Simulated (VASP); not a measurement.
## SnSe: single point with r2SCAN

SnSe:

```
Sn Se
1.0
    11.73926    0.00000    0.00000
     0.00000    4.12947    0.00000
     0.00000    0.00000    4.73496
Sn Se
4 4
Direct
  0.62122 0.75000 0.37505
  0.87878 0.25000 0.87505
  0.37878 0.25000 0.62495
  0.12122 0.75000 0.12495
  0.14860 0.25000 0.50904
  0.64860 0.25000 0.99096
  0.35140 0.75000 0.00904
  0.85140 0.75000 0.49096
```

This cell differs from its parent crystal: uniaxial z strain +1.0%.

```json
{
  "Program": "VASP 6.6.1",
  "Task": "single point",
  "Functional": "r2SCAN",
  "Potentials or basis": "VASP PAW PBE potentials, release 64 (Sn_d, Se)",
  "Cutoff": "550 eV",
  "k mesh": "2 × 6 × 6",
  "Occupations": "gaussian, width 0.01 eV",
  "Spin": "no spin polarisation"
}
```

```json
{
  "Pressure": "-0.2 GPa",
  "Largest force": "0.022 eV/Å",
  "Band gap on the k mesh": "1.08 eV (least direct gap 1.43 eV)"
}
```

Forces on the atoms (eV/Å):
```
Sn  -0.019  0.000  0.013
Sn   0.019  0.000  0.013
Sn   0.019  0.000 -0.013
Sn  -0.019  0.000 -0.013
Se  -0.007  0.000  0.011
Se  -0.007  0.000 -0.011
Se   0.007  0.000  0.011
Se   0.007  0.000 -0.011
```

Stress tensor (GPa, compression positive):
```
-0.07  0.00  0.00
 0.00 -0.24  0.00
 0.00  0.00 -0.23
```

Levels at points of the mesh, in eV from the valence-band top:
| k point | band 38 | band 39 | band 40 | band 41 | band 42 | band 43 |
| --- | --- | --- | --- | --- | --- | --- |
| (0.00, 0.00, 0.00) | -0.85 | -0.71 | -0.19 | 1.30 | 2.96 | 3.02 |
| (0.50, 0.00, 0.00) | -1.70 | -0.41 | -0.41 | 2.71 | 2.71 | 2.86 |
| (0.00, 0.50, 0.00) | -1.10 | -0.93 | -0.93 | 1.55 | 1.55 | 1.59 |
| (0.50, 0.50, 0.00) | -1.17 | -1.17 | -1.17 | 1.81 | 1.81 | 1.81 |
| (0.00, 0.00, 0.50) | -0.78 | -0.09 | -0.09 | 1.68 | 1.68 | 2.17 |
| (0.50, 0.00, 0.50) | -0.55 | -0.11 | -0.11 | 1.71 | 1.71 | 2.18 |
| (0.00, 0.50, 0.50) | -1.97 | -1.19 | -1.19 | 3.03 | 3.03 | 3.24 |
| (0.50, 0.50, 0.50) | -1.33 | -1.33 | -1.33 | 2.90 | 2.90 | 2.90 |

Wall time 40 min on 1 thread of Oxide Virtual Turin-like Processor, with other jobs on the host, peak memory 0.5 GiB.

Caveat: the cell differs from its parent crystal (uniaxial z strain +1.0%); the PAW data sets were made with another functional, which shifts forces and pressure a little; spin-orbit coupling is left out, which moves the levels of the heavy elements. A k mesh can miss the band edges.
